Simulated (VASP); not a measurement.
Wanted: the native input for a VASP 6.6.1 run.

```
Task                   : single point
Functional             : PBE
Potentials or basis    : VASP PAW PBE potentials, release 64 (Ir_sv_GW, O)
Cutoff                 : 520 eV
k mesh                 : 10 × 10 × 1
Occupations            : gaussian, width 0.1 eV
Spin                   : no spin polarisation
Dipole correction      : yes
Further INCAR settings : ALGO = Normal; EDIFF = 1e-06; NBANDS = 36; NELMDL = -8
```

The structure of Ir3O lies in POSCAR:

```
Ir3O
1.0
    2.7367600872      0.0000000000      0.0000000000
    0.0000000000      2.7367600872      0.0000000000
    0.0000000000      0.0000000000     19.1883373414
Ir O
3 1
Direct
    0.5000000000      0.5000000000      0.2084599582
    0.0000000000      0.0000000000      0.3045662606
    0.5000000000      0.5000000000      0.4006776202
    1.0000000000      1.0000000000      0.4621535456
```

These files were run (other wordings do the same):

INCAR

```
  ALGO = Normal
  DIPOL = 0.5 0.5 0.344
  EDIFF = 1E-6
  ENCUT = 520
  GGA = PE
  GGA_COMPAT = False
  IDIPOL = 3
  ISIF = 2
  ISMEAR = 0
  LASPH = True
  LCHARG = False
  LDIPOL = True
  LREAL = False
  LWAVE = False
  NBANDS = 36
  NELM = 120
  NELMDL = -8
  PREC = Accurate
  SIGMA = 0.1
```

KPOINTS

```
k-points
0
Gamma
  10 10 1
```

Potentials or basis: VASP PAW PBE potentials, release 64 (Ir_sv_GW, O).

Launch:

```console
$ cat potpaw_PBE.64/Ir_sv_GW/POTCAR potpaw_PBE.64/O/POTCAR > POTCAR
$ mpirun -np 1 vasp_std > vasp.out
```

It gave:

```
Largest force          : 0.578 eV/Å
Band gap on the k mesh : zero (an odd number of electrons rules out a gap without spin polarisation)
```

Caveat: spin-orbit coupling is left out, which moves the levels of the heavy elements.

Run time: 2.2 min on 1 thread of Intel(R) Xeon(R) 6975P-C (Granite Rapids), on a shared host, peak memory 0.28 GiB.
